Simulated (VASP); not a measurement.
# Nd2AlSe3 (P-3m1) in VASP: further runs

Nd2AlSe3 is run at these levels: PBE; tasks: single point, relaxation of cell and atoms.

Everything below comes from runs of VASP 6.6.1. Logs are shortened: lines on timing, memory, paths and dates and some standing lists are left out, and cuts for length are marked.

**1. The cell of the first run**

The structure is trigonal, space group P-3m1 (No. 164). Conventional cell: a = 5.261 Å, b = 5.261 Å, c = 5.970 Å, α = 90.00°, β = 90.00°, γ = 120.00°. Within 4.0 Å of Nd (site symmetry 3m) lie 8 Se at 2.97 to 3.28 Å and 3 Al at 3.50 Å and 3 Nd at 3.92 Å. Within 3.9 Å of Al (site symmetry -3m) lie 8 Se at 2.99 to 3.29 Å and 6 Nd at 3.50 Å. Se (site symmetry 3m) has 5 Nd at 2.97 to 3.08 Å and 3 Al at 3.29 Å and 6 Se at 3.50 to 3.94 Å within 4.0 Å. Within 3.9 Å of Se (site symmetry -3m) lie 2 Al at 2.99 Å and 6 Nd at 3.28 Å and 6 Se at 3.50 Å.

**2. Single point, PBE**

The input, INCAR:

```
PREC = Accurate
ENCUT = 500
EDIFF = 1E-6
ISMEAR = 0
SIGMA = 0.1
LREAL = False
LASPH = True
NELM = 200
ALGO = Normal
ISIF = 2
LWAVE = False
LCHARG = False
GGA = PE
NBANDS = 30
GGA_COMPAT = False
LMAXMIX = 6
```

The input, KPOINTS:

```
regular mesh
0
Gamma
  12 12 6
```

The input, POSCAR:

```
Nd2AlSe3
1.0
    5.2610832780      0.0000000000      0.0000000000
   -2.6305416390      4.5562317702      0.0000000000
    0.0000000000      0.0000000000      5.9701515916
Nd Al Se
2 1 3
Direct
    0.3333333333      0.6666666667      0.2923761717
    0.6666666667      0.3333333333      0.7076238283
    0.0000000000      0.0000000000      0.0000000000
    0.3333333333      0.6666666667      0.7901434457
    0.6666666667      0.3333333333      0.2098565543
    0.0000000000      0.0000000000      0.5000000000
```

Potentials or basis: VASP PAW PBE potentials, release 64 (Nd_3, Al, Se), 4f in core.

The run is started by

```bash
cat potpaw_PBE.64/Nd_3/POTCAR potpaw_PBE.64/Al/POTCAR potpaw_PBE.64/Se/POTCAR > POTCAR
mpirun -np 1 vasp_std > vasp.out
```

OUTCAR:

```text
PREC = Accurate
   ENCUT = 500
   EDIFF = 1E-6
   ISMEAR = 0
   LREAL = False
   LASPH = True
   NELM = 200
   ISIF = 2
   GGA = PE

 ion  position               nearest neighbor table
   1  0.333  0.667  0.292-   4 2.97   4 3.00   5 3.08   5 3.08   5 3.08   6 3.28   6 3.28   6 3.28
                             3 3.50   3 3.50   3 3.50
   2  0.667  0.333  0.708-   5 2.97   5 3.00   4 3.08   4 3.08   4 3.08   6 3.28   6 3.28   6 3.28
                             3 3.50   3 3.50   3 3.50
   3  0.000  0.000  0.000-   6 2.99   6 2.99   1 3.50   2 3.50   2 3.50   1 3.50   2 3.50   1 3.50

   4  0.333  0.667  0.790-   1 2.97   1 3.00   2 3.08   2 3.08   2 3.08
   5  0.667  0.333  0.210-   2 2.97   2 3.00   1 3.08   1 3.08   1 3.08
   6  0.000  0.000  0.500-   3 2.99   3 2.99   1 3.28   2 3.28   2 3.28   1 3.28   2 3.28   1 3.28

  LATTYP: Found a hexagonal cell.
 ALAT       =     5.2610832780
 C/A-ratio  =     1.1347761052

  Lattice vectors:

 A1 = (   5.2610832780,   0.0000000000,   0.0000000000)
 A2 = (  -2.6305416390,   4.5562317702,   0.0000000000)
 A3 = (   0.0000000000,   0.0000000000,   5.9701515916)

Analysis of symmetry for initial positions (statically):
=====================================================================
 Subroutine PRICEL returns:
 Original cell was already a primitive cell.

 Routine SETGRP: Setting up the symmetry group for a
 hexagonal supercell.

 Subroutine GETGRP returns: Found 12 space group operations
 (whereof 12 operations were pure point group operations)
 out of a pool of 24 trial point group operations.

The static configuration has the point symmetry D_3d.

Analysis of symmetry for dynamics (positions and initial velocities):
=====================================================================
 Subroutine PRICEL returns:
 Original cell was already a primitive cell.

 Routine SETGRP: Setting up the symmetry group for a
 hexagonal supercell.

 Subroutine GETGRP returns: Found 12 space group operations
 (whereof 12 operations were pure point group operations)
 out of a pool of 24 trial point group operations.

The dynamic configuration has the point symmetry D_3d.

 Subroutine INISYM returns: Found 12 space group operations
 (whereof 12 operations are pure point group operations),
 and found     1 'primitive' translations

----------------------------------------------------------------------------------------

[... 102 lines left out ...]
   EDIFFG = 0.1E-04   stopping-criterion for IOM
   NSW    =      0    number of steps for IOM
   IBRION =     -1    ionic relax: 0-MD 1-quasi-New 2-CG
   NFREE  =      0    steps in history (QN), initial steepest desc. (CG)
   ISIF   =      2    stress and relaxation
   ISYM   =      2    0-nonsym 1-usesym 2-fastsym
   POTIM  = 0.5000    time-step for ionic-motion
   TEBEG  =    0.0;   TEEND  =   0.0 temperature during run
   PSTRESS=    0.0 pullay stress
   NELECT =      43.0000    total number of electrons
   NUPDOWN=      -1.0000    fix difference up-down
   EMIN   =  10.00;   EMAX   =-10.00  energy-range for DOS
   EFERMI =   0.00;   METHOD = LEGACY
   ISMEAR =     0;   SIGMA  =   0.10  broadening in eV -4-tet -1-fermi 0-gaus
   EFERMI_NEDOS =   21; number of points for ismear=-14 and -15
   IALGO  =     38    algorithm
   IMIX   =      4    mixing-type and parameters
     AMIX     =   0.40;   BMIX     =  1.00
     AMIX_MAG =   1.60;   BMIX_MAG =  1.00
  volume/ion in A,a.u.               =      23.85       160.96
  Fermi-wavevector in a.u.,A,eV,Ry     =   1.096501  2.072086 16.358469  1.202314
  Thomas-Fermi vector in A             =   2.232844
   LORBIT       =      0    0 simple, 1 ext, 2 COOP (PROOUT), +10 PAW based schemes
   GGA     = PE    functional components
   LHFCALC =     F    Hartree Fock is set to
   AEXX    =    0.0000 exact exchange contribution
   IVDW    =     0    specifies the selected vdW correction
   LEPSILON=     F    determine dielectric tensor
   LRPA    =     F    only Hartree local field effects (RPA)
 non-spin polarized calculation
 Gauss-broadening in eV      SIGMA  =   0.10
  energy-cutoff  :      500.00
  volume of cell :      143.11
 maximum number of plane-waves:      3665
 NGX is ok and might be reduce to    40
   NGX = 19   NGY = 19   NGZ = 21

 number of electron      42.9999999 magnetization

 Free energy of the ion-electron system (eV)
  ---------------------------------------------------
  ext. energy  EPLUGINS =         0.00000000
  ---------------------------------------------------
  free energy    TOTEN  =       -31.15673323 eV

  energy without entropy =      -31.14477769  energy(sigma->0) =      -31.15075546

 E-fermi :   5.5101     XC(G=0): -10.1706

 val. band max:        5.4873830441   @ k =   0.5000   0.0000   0.3333
 cond. band min:       5.5124974665   @ k =   0.2500   0.0833   0.1667
 fundamental gap:      0.0251144223
 Fermi energy:         5.5100795723

 k-point     1 :       0.0000    0.0000    0.0000
  band No.  band energies     occupation
      1     -33.1248      2.00000
      2     -33.0918      2.00000
      3     -14.4367      2.00000
      4     -14.3091      2.00000
      5     -14.3091      2.00000
      6     -14.2000      2.00000
[... 781 lines left out ...]
     29       8.8364      0.00000
     30       9.3376      0.00000

 [... further k-points ...]

------------------------ aborting loop because EDIFF is reached ----------------------------------------

  FORCE on cell =-STRESS in cart. coord.  units (eV):
  Direction    XX          YY          ZZ          XY          YZ          ZX
  --------------------------------------------------------------------------------------
  -------------------------------------------------------------------------------------
  Total        0.2302114      0.2302114      0.2113854      0.0000000      0.0000000      0.0000000
  in kB        2.5773367      2.5773367      2.3665689      0.0000000      0.0000000      0.0000000
  external PRESSURE =       2.5070808 kB  Pullay stress =       0.0000000 kB

 VOLUME and BASIS-vectors are now :
 -----------------------------------------------------------------------------
  energy-cutoff  :      500.00
  volume of cell :      143.11
      direct lattice vectors                 reciprocal lattice vectors
     5.261083278  0.000000000  0.000000000     0.190074923  0.109739808  0.000000000
    -2.630541639  4.556231770  0.000000000     0.000000000  0.219479616  0.000000000
     0.000000000  0.000000000  5.970151592     0.000000000  0.000000000  0.167499934

 POSITION                                       TOTAL-FORCE (eV/Angst)
 -----------------------------------------------------------------------------------
     -0.00000      3.03749      1.74553         0.000000     -0.000000     -0.020450
      2.63054      1.51874      4.22462        -0.000000      0.000000      0.020450
      0.00000      0.00000      0.00000        -0.000000      0.000000      0.000000
     -0.00000      3.03749      4.71728         0.000000      0.000000      0.020591
      2.63054      1.51874      1.25288        -0.000000      0.000000     -0.020591
      0.00000      0.00000      2.98508        -0.000000      0.000000      0.000000
 -----------------------------------------------------------------------------------
    total drift:                                0.000000     -0.000000      0.000000

  FREE ENERGIE OF THE ION-ELECTRON SYSTEM (eV)
  ---------------------------------------------------
  free  energy   TOTEN  =       -31.1567332314 eV

  energy  without entropy=      -31.1447776913  energy(sigma->0) =      -31.15075546
```

OSZICAR:

```text
N       E                     dE             d eps       ncg     rms          rms(c)
DAV:   1     0.288103468548E+03    0.28810E+03   -0.18322E+04  6016   0.122E+03
DAV:   2    -0.900684503359E+01   -0.29711E+03   -0.28799E+03  7062   0.288E+02
DAV:   3    -0.306194303366E+02   -0.21613E+02   -0.21342E+02  9022   0.670E+01
DAV:   4    -0.316975761550E+02   -0.10781E+01   -0.10742E+01  9074   0.128E+01
DAV:   5    -0.317272493965E+02   -0.29673E-01   -0.29669E-01  8362   0.185E+00    0.861E+00
DAV:   6    -0.312322616272E+02    0.49499E+00   -0.11255E+00  7110   0.431E+00    0.502E+00
DAV:   7    -0.311647223669E+02    0.67539E-01   -0.47534E-01  7962   0.321E+00    0.126E+00
DAV:   8    -0.311568591502E+02    0.78632E-02   -0.77883E-02  8130   0.104E+00    0.213E-01
DAV:   9    -0.311565783506E+02    0.28080E-03   -0.64493E-03  8282   0.315E-01    0.121E-01
DAV:  10    -0.311567184816E+02   -0.14013E-03   -0.82855E-04  8086   0.138E-01    0.387E-02
DAV:  11    -0.311567305591E+02   -0.12078E-04   -0.76843E-05  8956   0.377E-02    0.151E-02
DAV:  12    -0.311567330242E+02   -0.24650E-05   -0.73948E-06  6964   0.148E-02    0.564E-03
DAV:  13    -0.311567332314E+02   -0.20721E-06   -0.85730E-07  4780   0.583E-03
   1 F= -.31156733E+02 E0= -.31150755E+02  d E =-.119555E-01
```

Wall time 3.3 min (1 thread of Intel Xeon 6975P-C (Granite Rapids), shared host); peak memory 0.51 GiB.

Results:

```
Free energy            : -31.1567 eV
Pressure               : 0.3 GPa
Largest force          : 0.021 eV/Å
Band gap on the k mesh : zero (an odd number of electrons rules out a gap without spin polarisation)
```

Forces on the atoms (eV/Å):
```
Nd   0.000  0.000 -0.020
Nd   0.000  0.000  0.020
Al   0.000  0.000  0.000
Se   0.000  0.000  0.021
Se   0.000  0.000 -0.021
Se   0.000  0.000  0.000
```

Levels at points of the mesh, in eV from the Fermi level:
```csv
k point,band 18,band 19,band 20,band 21,band 22,band 23,band 24,band 25
"(0.00, 0.00, 0.00)",-2.23,-2.17,-1.76,-1.76,-0.45,-0.45,0.53,0.53
"(0.50, 0.00, 0.00)",-3.02,-2.74,-2.22,-1.08,-0.65,1.39,1.61,1.92
"(0.00, 0.00, 0.50)",-3.84,-2.07,-2.07,0.13,0.88,0.98,0.98,1.50
"(0.50, 0.00, 0.50)",-2.91,-2.08,-1.90,-0.45,0.09,0.35,1.03,1.68
```

Caveat: spin-orbit coupling is left out, which moves the levels of the heavy elements; the 4f electrons are frozen in the core, so they carry no moment and show no levels; the run has no spin polarisation, though such a crystal can be magnetic.

(Continued in part 2 of 2.)

The gap in the log of VASP goes by the Fermi energy; the results here count the filled bands.